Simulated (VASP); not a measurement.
# BeS (F-43m) in VASP: vibrations by perturbation theory with PBE

Aim: the vibrations by perturbation theory of BeS with PBE.

Everything below comes from runs of VASP 6.6.1. Logs are shortened: lines on timing, memory, paths and dates and some standing lists are left out, and cuts for length are marked.

## 1. The cell of the first run

It takes space group F-43m (No. 216, cubic). The conventional cell has a = 4.876 Å, b = 4.876 Å, c = 4.876 Å, α = 90.00°, β = 90.00°, γ = 90.00°. Be (site symmetry -43m) has 4 S at 2.11 Å within 2.8 Å. Within 2.8 Å of S (site symmetry -43m) lie 4 Be at 2.11 Å.

## 2. Vibrations by perturbation theory, PBE

File INCAR:

```
SYSTEM = BeS
PREC = Accurate ; ENCUT = 600
EDIFF = 1E-8 ; ISMEAR = 0
SIGMA = 0.01 ; LREAL = .False.
LASPH = .True. ; NELM = 120
ALGO = Normal ; ISIF = 2
LWAVE = .False. ; LCHARG = .False.
GGA = PE ; IBRION = 8
NSW = 1 ; LEPSILON = .True.
GGA_COMPAT = .False.
```

File KPOINTS:

```
Automatic mesh
0
Gamma
  8 8 8
  0 0 0
```

File POSCAR:

```
BeS
1.0
    0.0000000000      2.4380594485      2.4380594485
    2.4380594485      0.0000000000      2.4380594485
    2.4380594485      2.4380594485      0.0000000000
Be S
1 1
Direct
    0.0000000000      0.0000000000      0.0000000000
    0.7500000000      0.7500000000      0.7500000000
```

Potentials or basis: VASP PAW PBE potentials, release 64 (Be, S).

Command:

```sh
cat potpaw_PBE.64/Be/POTCAR potpaw_PBE.64/S/POTCAR > POTCAR
mpirun -np 1 vasp_std > vasp.out
```

OUTCAR:

```text
SYSTEM = BeS
   PREC = Accurate
   ENCUT = 600
   EDIFF = 1E-8
   ISMEAR = 0
   LREAL = .False.
   LASPH = .True.
   NELM = 120
   ISIF = 2
   GGA = PE
   IBRION = 8
   NSW = 1
   LEPSILON = .True.

 ion  position               nearest neighbor table
   1  0.000  0.000  0.000-   2 2.11   2 2.11   2 2.11   2 2.11
   2  0.750  0.750  0.750-   1 2.11   1 2.11   1 2.11   1 2.11

  LATTYP: Found a face centered cubic cell.
 ALAT       =     4.8761188970

  Lattice vectors:

 A1 = (   0.0000000000,   2.4380594485,   2.4380594485)
 A2 = (   2.4380594485,   0.0000000000,   2.4380594485)
 A3 = (   2.4380594485,   2.4380594485,   0.0000000000)

Analysis of symmetry for initial positions (statically):
=====================================================================
 Subroutine PRICEL returns:
 Original cell was already a primitive cell.

 Routine SETGRP: Setting up the symmetry group for a
 face centered cubic supercell.

 Subroutine GETGRP returns: Found 24 space group operations
 (whereof 24 operations were pure point group operations)
 out of a pool of 48 trial point group operations.

The static configuration has the point symmetry T_d .

Analysis of symmetry for dynamics (positions and initial velocities):
=====================================================================
 Subroutine PRICEL returns:
 Original cell was already a primitive cell.

 Routine SETGRP: Setting up the symmetry group for a
 face centered cubic supercell.

 Subroutine GETGRP returns: Found 24 space group operations
 (whereof 24 operations were pure point group operations)
 out of a pool of 48 trial point group operations.

The dynamic configuration has the point symmetry T_d .

 Subroutine INISYM returns: Found 24 space group operations
 (whereof 24 operations are pure point group operations),
 and found     1 'primitive' translations

----------------------------------------------------------------------------------------

                                     Primitive cell

  volume of cell :      28.9843

  direct lattice vectors                    reciprocal lattice vectors
     0.000000000  2.438059448  2.438059448    -0.205081135  0.205081135  0.205081135
     2.438059448  0.000000000  2.438059448     0.205081135 -0.205081135  0.205081135
     2.438059448  2.438059448  0.000000000     0.205081135  0.205081135 -0.205081135

  length of vectors
     3.447936738  3.447936738  3.447936738     0.355210946  0.355210946  0.355210946

  position of ions in fractional coordinates (direct lattice)
     0.000000000  0.000000000  0.000000000
     0.750000000  0.750000000  0.750000000

  ion indices of the primitive-cell ions
   primitive index   ion index
                 1           1
                 2           2

----------------------------------------------------------------------------------------

 KPOINTS: Automatic mesh

Automatic generation of k-mesh.
 Grid dimensions read from file:
 generate k-points for:    8    8    8

 Generating k-lattice:

  Cartesian coordinates                     Fractional coordinates (reciprocal lattice)
    -0.025635142  0.025635142  0.025635142     0.125000000  0.000000000  0.000000000
     0.025635142 -0.025635142  0.025635142     0.000000000  0.125000000  0.000000000
     0.025635142  0.025635142 -0.025635142     0.000000000  0.000000000  0.125000000

  Length of vectors
     0.044401368  0.044401368  0.044401368

  Shift w.r.t. Gamma in fractional coordinates (k-lattice)
     0.000000000  0.000000000  0.000000000

 Subroutine IBZKPT returns following result:
 ===========================================

 Found     29 irreducible k-points:
[... 371 lines left out ...]
  energy-cutoff  :      600.00
  volume of cell :       28.98
      direct lattice vectors                 reciprocal lattice vectors
     0.000000000  2.438059448  2.438059448    -0.205081135  0.205081135  0.205081135
     2.438059448  0.000000000  2.438059448     0.205081135 -0.205081135  0.205081135
     2.438059448  2.438059448  0.000000000     0.205081135  0.205081135 -0.205081135

 POSITION                                       TOTAL-FORCE (eV/Angst)
 -----------------------------------------------------------------------------------
      0.00000      0.00000      0.00000        -0.000000     -0.000000     -0.000000
      3.65709      3.65709      3.65709         0.000000      0.000000      0.000000
 -----------------------------------------------------------------------------------
    total drift:                                0.000000      0.000000      0.000000

  FREE ENERGIE OF THE ION-ELECTRON SYSTEM (eV)
  ---------------------------------------------------
  free  energy   TOTEN  =       -10.0135480555 eV

  energy  without entropy=      -10.0135480555  energy(sigma->0) =      -10.01354806

 HEAD OF MICROSCOPIC STATIC DIELECTRIC TENSOR (INDEPENDENT PARTICLE, excluding Hartree and local field effects)
 ------------------------------------------------------
           5.751683    -0.000000     0.000000
           0.000000     5.751683    -0.000000
           0.000000     0.000000     5.751683
 ------------------------------------------------------

 Free energy of the ion-electron system (eV)
  ---------------------------------------------------
  ---------------------------------------------------
  free energy    TOTEN  =        -0.37930706 eV

  energy without entropy =       -0.37930706

------------------------ aborting loop because EDIFF is reached ----------------------------------------

--------------------------------------- Ionic step        2  -------------------------------------------

------------------------ aborting loop because EDIFF is reached ----------------------------------------

--------------------------------------- Ionic step        3  -------------------------------------------

------------------------ aborting loop because EDIFF is reached ----------------------------------------

 PIEZOELECTRIC TENSOR FIELD DIRECTION 3  (e Angst)
 -----------------------------------------------------------------------------
    -0.00052  1.16848  0.00000           (  0.00000 -0.03550  0.00000)
     1.16848 -0.00052  0.00000           ( -0.03550  0.00000  0.00000)
     0.00000  0.00000 -0.00018           (  0.00000  0.00000  0.00000)

 PIEZOELECTRIC TENSOR FIELD DIRECTION 3  (C/m^2)
 -----------------------------------------------------------------------------
    -0.00029  0.64591  0.00000
     0.64591 -0.00029  0.00000
     0.00000  0.00000 -0.00010

--------------------------------------- Ionic step        4  -------------------------------------------

------------------------ aborting loop because EDIFF is reached ----------------------------------------

[... ionic steps 5 to 6 ...]

--------------------------------------- Ionic step        7  -------------------------------------------

 Free energy of the ion-electron system (eV)
  ---------------------------------------------------
  ---------------------------------------------------
  free energy    TOTEN  =        -0.10280968 eV

  energy without entropy =       -0.10280968

------------------------ aborting loop because EDIFF is reached ----------------------------------------

 INTERNAL STRAIN TENSOR  FOR ION    2  DIRECTION 1   (eV/Angst):
 -----------------------------------------------------------------------------
    -0.00619  0.00000  0.00000
     0.00000  0.00699  3.82580
     0.00000  3.82580  0.00699

 MACROSCOPIC STATIC DIELECTRIC TENSOR (including local field effects in DFT)
 ------------------------------------------------------
           5.284515     0.000000    -0.000000
           0.000000     5.284515     0.000000
          -0.000000    -0.000000     5.284515
 ------------------------------------------------------

 PIEZOELECTRIC TENSOR (including local field effects)  for field in x, y, z        (e  Angst)
          XX          YY          ZZ          XY          YZ          ZX
  --------------------------------------------------------------------------------
  x    -0.00000     0.00000     0.00000     0.00000     1.17029    -0.00000
  y    -0.00000     0.00000    -0.00000     0.00000     0.00000     1.17029
  z     0.00000    -0.00000     0.00000     1.17029     0.00000     0.00000

 PIEZOELECTRIC TENSOR (including local field effects)  for field in x, y, z        (C/m^2)
          XX          YY          ZZ          XY          YZ          ZX
  --------------------------------------------------------------------------------
  x    -0.00000     0.00000     0.00000     0.00000     0.64691    -0.00000
  y    -0.00000     0.00000    -0.00000     0.00000     0.00000     0.64691
  z     0.00000    -0.00000     0.00000     0.64691     0.00000     0.00000

 BORN EFFECTIVE CHARGES (including local field effects) (in |e|, cummulative output)
 ---------------------------------------------------------------------------------
 ion    1
    1     1.63149    -0.00000     0.00000
    2    -0.00000     1.63149    -0.00000
    3     0.00000    -0.00000     1.63149
 ion    2
    1    -1.63149     0.00000    -0.00000
    2     0.00000    -1.63149     0.00000
    3    -0.00000     0.00000    -1.63149

 INTERNAL STRAIN TENSOR FOR ION    2 for displacements in x,y,z  (eV/Angst):
          X           Y           Z          XY          YZ          ZX
  --------------------------------------------------------------------------------
  x    -0.00000     0.00000     0.00000     0.00000     3.82580     0.00000
  y     0.00000    -0.00000     0.00000     0.00000     0.00000     3.82580
  z     0.00000     0.00000    -0.00000     3.82580     0.00000     0.00000

 SECOND DERIVATIVES (NOT SYMMETRIZED)
 ------------------------------------
               1X          1Y          1Z          2X          2Y          2Z
  1X    -8.033422    0.000000    0.000000    8.033422    0.000000    0.000000
  1Y     0.000000   -8.033422    0.000000    0.000000    8.033422    0.000000
  1Z     0.000000    0.000000   -8.033422    0.000000    0.000000    8.033422
  2X     8.030546    0.000000    0.000000   -8.030546    0.000000    0.000000
  2Y     0.000000    8.030546    0.000000    0.000000   -8.030546    0.000000
  2Z     0.000000    0.000000    8.030546    0.000000    0.000000   -8.030546

 Eigenvectors and eigenvalues of the dynamical matrix
 ----------------------------------------------------

   1 f  =   16.704628 THz   104.958273 2PiTHz  557.206412 cm-1    69.084759 meV
             X         Y         Z           dx          dy          dz
      0.000000  0.000000  0.000000     0.883547   -0.000000    0.000000
      3.657089  3.657089  3.657089    -0.468343    0.000000    0.000000
[... 21 lines left out ...]
   6 f/i=    0.001237 THz     0.007774 2PiTHz    0.041272 cm-1     0.005117 meV
             X         Y         Z           dx          dy          dz
      0.000000  0.000000  0.000000    -0.265384   -0.333231    0.194611
      3.657089  3.657089  3.657089    -0.500658   -0.628652    0.367142

--------------------------------------------------------------------------------------------------------

 MACROSCOPIC STATIC DIELECTRIC TENSOR IONIC CONTRIBUTION
 ------------------------------------------------------
           2.068941    -0.000000     0.000000
          -0.000000     2.068941    -0.000000
           0.000000    -0.000000     2.068941
 ------------------------------------------------------

 ELASTIC MODULI CONTR FROM IONIC RELAXATION (kBar)
 Direction    XX          YY          ZZ          XY          YZ          ZX
 --------------------------------------------------------------------------------
 XX          -0.0000      0.0000      0.0000     -0.0000      0.0000     -0.0000
 YY           0.0000     -0.0000      0.0000     -0.0000     -0.0000      0.0000
 ZZ           0.0000      0.0000     -0.0000      0.0000     -0.0000     -0.0000
 XY          -0.0000     -0.0000      0.0000   -102.3632      0.0000      0.0000
 YZ           0.0000     -0.0000     -0.0000      0.0000   -102.3632      0.0000
 ZX          -0.0000      0.0000     -0.0000      0.0000      0.0000   -102.3632
 --------------------------------------------------------------------------------

 PIEZOELECTRIC TENSOR IONIC CONTR  for field in x, y, z        (C/m^2)
          XX          YY          ZZ          XY          YZ          ZX
  --------------------------------------------------------------------------------
  x     0.00000    -0.00000    -0.00000    -0.00000    -0.43303     0.00000
  y    -0.00000     0.00000    -0.00000     0.00000     0.00000    -0.43303
  z    -0.00000    -0.00000     0.00000    -0.43303    -0.00000     0.00000
```

It took 6 min on 1 thread of Intel Xeon 8259CL, shared host; peak memory 0.22 GiB.

What came out:

- Electronic dielectric tensor (diagonal): 5.28
- Born charges (mean of the diagonal): Be +1.63; S -1.63 e
- Highest phonon frequency at Γ, LO-TO splitting left out: 557 cm⁻¹

Phonon frequencies in cm⁻¹ (negative: imaginary):
| q point | frequencies |
| --- | --- |
| (0.000, 0.000, 0.000) | 0 0 0 557 557 557 |

Electronic dielectric tensor:
```
5.28 0.00 0.00
0.00 5.28 0.00
0.00 0.00 5.28
```

Born effective charge tensors (e):
atom 1, Be
```
1.63 0.00 0.00
0.00 1.63 0.00
0.00 0.00 1.63
```
atom 2, S
```
-1.63  0.00  0.00
 0.00 -1.63  0.00
 0.00  0.00 -1.63
```
